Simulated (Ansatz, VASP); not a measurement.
## Two plane-wave programs on PbO2

```xyz
3
Lattice="0.0000 2.7020 2.7020 2.7020 0.0000 2.7020 2.7020 2.7020 0.0000" Properties=species:S:1:pos:R:3 pbc="T T T"
Pb    0.0000    0.0000    0.0000
O     1.3510    1.3510    1.3510
O     4.0530    4.0530    4.0530
```

Alike in both runs: task single point; functional LDA; k mesh 2 × 2 × 2; occupations gaussian, width 0.1 eV; collinear spin; Hubbard terms O p U = 5.3 eV.

|  | VASP | Ansatz |
| --- | --- | --- |
| version | VASP 6.6.1 | Ansatz 0.2.0 |
| potentials or method | VASP PAW LDA potentials, release 64 (Pb_d, O_h), cutoff 1340 eV | scalar-relativistic, plane waves, PAW |
| valence electrons in the cell | 26 | 26 |

Ansatz gave:

- gap on the k mesh at the Fermi level (eV): none
- pressure (GPa): -13.1
- net moment per atom (μB): 0.08
- size of the moment on the site where the two differ most (μB): 0.14

What did VASP give for the same quantities?

gap on the k mesh at the Fermi level (eV): none; pressure (GPa): -5.4; net moment per atom (μB): 0.08; size of the moment on the site where the two differ most (μB): 0.09.

LDA's correlation is that of Perdew and Zunger in VASP and of Perdew and Wang (1992) in Ansatz. Site moments also hang on the region over which each program counts them. The programs project onto different local orbitals, so the same U acts differently, and such runs can settle in different states. A gap of «none» marks a metal or a gap that the smearing closes. Ansatz's warnings: filled band counts differ across k points, seeded moment not kept.

The k mesh is coarse, so the values compare programs but aren't converged. Spin-orbit coupling is off throughout.
